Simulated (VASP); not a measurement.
WC, 2 atoms in the cell. The structure is hexagonal, space group P-6m2 (No. 187). Conventional cell: a = 3.062 Å, b = 3.062 Å, c = 2.539 Å, α = 90.00°, β = 90.00°, γ = 120.00°. W (site symmetry -6m2) has 6 C at 2.18 Å and 2 W at 2.54 Å within 2.9 Å. Within 2.9 Å of C (site symmetry -6m2) lie 6 W at 2.18 Å and 2 C at 2.54 Å.  This cell differs from its parent crystal: ratio of the length along z to the lengths across it x 0.85, volume and fractional coordinates fixed.

```yaml
Program: VASP 6.6.1
Task: single point
Functional: r2SCAN
Potentials_or_basis: VASP PAW PBE potentials, release 64 (W_sv, C)
Cutoff: 520 eV
k_mesh: 21 × 21 × 18
Occupations: gaussian, width 0.15 eV
Spin: no spin polarisation
Dipole_correction: no
Further_INCAR_settings: ALGO = Normal; EDIFF = 1e-06; NBANDS = 16
```

Potentials or basis: VASP PAW PBE potentials, release 64 (W_sv, C).

The run is started by

```sh
$ cat potpaw_PBE.64/W_sv/POTCAR potpaw_PBE.64/C/POTCAR > POTCAR
$ cp INCAR.step1 INCAR
$ mpirun -np 1 vasp_std > vasp.out
$ cp INCAR.step2 INCAR
$ mpirun -np 1 vasp_std > vasp.out
```

Hardware: 1 thread of Intel(R) Xeon(R) Platinum 8488C (Sapphire Rapids), on a shared host.

Question: How long does it take, and how much memory?

Answer: Wall time 2.9 min on 1 thread of Intel(R) Xeon(R) Platinum 8488C (Sapphire Rapids), with other jobs on the host, peak memory 0.26 GiB. Counts: k points 480.
